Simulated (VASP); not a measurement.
Input of a VASP 6.6.1 run:

The input INCAR:

```
SYSTEM = Al6CoRu5
PREC = Accurate
ENCUT = 520
EDIFF = 1E-7
ISMEAR = -1
SIGMA = 0.15
LREAL = .False.
LASPH = .True.
NELM = 100
ALGO = Fast
ISIF = 2
LWAVE = .False.
LCHARG = .False.
GGA = PE
NBANDS = 60
```

The input KPOINTS:

```
regular mesh
0
Gamma
  12 12 2
  0 0 0
```

File POSCAR:

```
Al6CoRu5
1.0
    2.9889433808      0.0000000000      0.0000000000
    0.0000000000      2.9889433808      0.0000000000
    0.0000000000      0.0000000000     17.8560388118
Al Co Ru
6 1 5
Direct
    0.0000000000      0.0000000000      0.9210459576
    0.0000000000      0.0000000000      0.0789540424
    0.0000000000      0.0000000000      0.2463971450
    0.0000000000      0.0000000000      0.4154216347
    0.0000000000      0.0000000000      0.5845783653
    0.0000000000      0.0000000000      0.7536028550
    0.5000000000      0.5000000000      0.0000000000
    0.5000000000      0.5000000000      0.1611252551
    0.5000000000      0.5000000000      0.3309404177
    0.5000000000      0.5000000000      0.5000000000
    0.5000000000      0.5000000000      0.6690595823
    0.5000000000      0.5000000000      0.8388747449
```

Potentials or basis: VASP PAW PBE potentials, release 64 (Al, Co, Ru_pv).

Launch:

```bash
$ cat potpaw_PBE.64/Al/POTCAR potpaw_PBE.64/Co/POTCAR potpaw_PBE.64/Ru_pv/POTCAR > POTCAR
$ mpirun -np 1 vasp_std > vasp.out
```

(1) What does it give for the pressure?

(2) Estimate the largest force.

Answers

(1) 0.0 GPa.

(2) 0.008 eV/Å.
